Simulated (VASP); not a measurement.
Input of a VASP 6.6.1 run:

The input INCAR:

```
  PREC = Accurate
  ENCUT = 520
  EDIFF = 1E-6
  ISMEAR = -1
  SIGMA = 0.05
  LREAL = False
  LASPH = True
  NELM = 150
  ALGO = Normal
  ISIF = 2
  LWAVE = False
  LCHARG = False
  ISPIN = 2
  MAGMOM = 0.607
  LORBIT = 11
  LMAXMIX = 4
  NBANDS = 15
```

Contents of KPOINTS:

```
regular mesh
0
Gamma
  10 10 10
```

POSCAR

```
Ni
1.0
    0.0000000000      1.7124646296      1.7124646296
    1.7124646296      0.0000000000      1.7124646296
    1.7124646296      1.7124646296      0.0000000000
Ni
1
Direct
    0.0000000000      0.0000000000      0.0000000000
```

Potentials or basis: VASP PAW LDA potentials, release 64 (Ni).

Run with:

```console
$ cat potpaw_LDA.64/Ni/POTCAR > POTCAR
$ mpirun -np 1 vasp_std > vasp.out
```

Task: What does it give for the site moments?

Result: Ni +0.64 μB.

Task: Predict the pressure.

Result: 0.1 GPa.

Task: Estimate the net moment.

Result: 0.64 μB per cell.
